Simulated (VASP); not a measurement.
Write the native input for VASP 6.6.1 that does the following.

```
Task                   : single point
Functional             : PBE
Potentials or basis    : VASP PAW PBE potentials, release 64 (Ga_d, P)
Cutoff                 : 500 eV
k mesh                 : 13 × 13 × 13
Occupations            : fermi-dirac, width 0.1 eV
Spin                   : no spin polarisation
Dipole correction      : no
Further INCAR settings : ALGO = Normal; EDIFF = 1e-06; NBANDS = 16
```

The structure of GaP (zincblende type) lies in POSCAR:

```
GaP
1.0
    0.0000000000      2.6792038978      2.6792038978
    2.6792038978      0.0000000000      2.6792038978
    2.6792038978      2.6792038978      0.0000000000
Ga P
1 1
Direct
    0.0000000000      0.0000000000      0.0000000000
    0.2500000000      0.2500000000      0.2500000000
```

The input as run:

INCAR

```
  PREC = Accurate
  ENCUT = 500
  EDIFF = 1E-6
  ISMEAR = -1
  SIGMA = 0.1
  LREAL = F
  LASPH = T
  NELM = 120
  ALGO = Normal
  ISIF = 2
  LWAVE = F
  LCHARG = F
  GGA = PE
  NBANDS = 16
  GGA_COMPAT = F
```

KPOINTS

```
regular mesh
0
Gamma
  13 13 13
```

Potentials or basis: VASP PAW PBE potentials, release 64 (Ga_d, P).

Command:

```bash
$ cat potpaw_PBE.64/Ga_d/POTCAR potpaw_PBE.64/P/POTCAR > POTCAR
$ mpirun -np 1 vasp_std > vasp.out
```

Results of the run:

```json
{"Pressure": "7.4 GPa", "Band gap on the k mesh": "1.51 eV, indirect (least direct gap 2.26 eV)"}
```

It took 48 s on 1 thread of Intel(R) Xeon(R) Platinum 8259CL CPU @ 2.50GHz (Skylake/Cascade Lake), with other jobs on the host, peak memory 0.18 GiB.
